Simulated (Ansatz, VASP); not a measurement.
**CdS in VASP and in Ansatz**

```xyz
2
Lattice="4.2894 0.0000 0.0000 -2.1447 3.7147 0.0000 0.0000 0.0000 5.8426" Properties=species:S:1:pos:R:3 pbc="T T T"
Cd    0.0000    0.0000    2.5865
S     2.1447    1.2382    2.5375
```

Alike in both runs: task single point; functional r2SCAN; k mesh 6 × 6 × 4; no spin polarisation.

```csv
,VASP,Ansatz
version,VASP 6.6.1,Ansatz 0.2.0
potentials or method,"VASP PAW PBE potentials, release 64 (Cd, S), cutoff 520 eV","plane waves, PAW"
occupations,"fermi-dirac, width 0.1 eV",fermi-dirac
valence electrons in the cell,18,26
```

Ansatz gave:

- pressure (GPa): -1.4
- traceless stress, the component that is largest in VASP (GPa): 1.29

Q: What did VASP give for the same quantities?

A: Pressure (GPa): -1.2; traceless stress, the component that is largest in VASP (GPa): 1.13.

VASP's potentials were made for PBE, not for r2SCAN. VASP's potentials hold 18 valence electrons a cell and Ansatz's 26, so a difference there can come from the potentials and not from the codes. Ansatz's warnings: structure snapped to symmetry.
